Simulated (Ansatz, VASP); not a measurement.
Given: the input of a run of Ansatz 0.2.0 on KRh.

input.yaml

```yaml
crystal:
  lattice:
    - [4.0036353126, 0.0, 0.0]
    - [0.0, 4.0036353126, 0.0]
    - [0.0, 0.0, 4.0036353126]
  atoms:
    - { symbol: K, position: [0.0, 0.0, 0.0] }
    - { symbol: Rh, position: [0.5, 0.5, 0.5] }
kpoints:
  mp_grid: { grid: [7, 7, 7] }
scf:
  occupations: { method: fermi_dirac, width: 0.05 }
hamiltonian:
  xc: pbe
  pseudopotentials: { kind: all_electron, lapw: { basis_error: 0.0005 } }
output:
  forces: true
  stress: true
  eigenvalues: true
```

Potentials or basis: all-electron LAPW, scalar-relativistic.

Launch:

```bash
$ ansatz run input.yaml --threads 1 --pin off --max-ram 3072MiB --backend cpu --events-out ev --progress --plain --runs-dir out
```

Set up the same calculation for VASP 6.6.1. Potentials there: VASP PAW PBE potentials, release 64 (K_sv, Rh_pv).

As run (the cutoff follows the program's own potentials):

Contents of INCAR:

```
PREC = Accurate ; ENCUT = 520
EDIFF = 1E-7 ; ISMEAR = -1
SIGMA = 0.05 ; LREAL = F
LASPH = T ; NELM = 60
ALGO = Normal ; ISIF = 2
LWAVE = F ; LCHARG = F
GGA = PE ; NBANDS = 19
```

Contents of KPOINTS:

```
Automatic mesh
0
Gamma
  7 7 7
```

File POSCAR:

```
KRh
1.0
    4.0036353126      0.0000000000      0.0000000000
    0.0000000000      4.0036353126      0.0000000000
    0.0000000000      0.0000000000      4.0036353126
K Rh
1 1
Direct
    0.0000000000      0.0000000000      0.0000000000
    0.5000000000      0.5000000000      0.5000000000
```

Potentials or basis: VASP PAW PBE potentials, release 64 (K_sv, Rh_pv).

Command:

```sh
$ cat potpaw_PBE.64/K_sv/POTCAR potpaw_PBE.64/Rh_pv/POTCAR > POTCAR
$ mpirun -np 1 vasp_std > vasp.out
```

Both were run:

|  | VASP | Ansatz | Ansatz less VASP |
| --- | --- | --- | --- |
| gap on the k mesh at the Fermi level (eV) | none | none | - |
| pressure (GPa) | -3.7 | -3.8 | -0.03 |

A gap of «none» marks a metal or a gap that the smearing closes. Ansatz ran all-electron here, and VASP with PAW potentials.
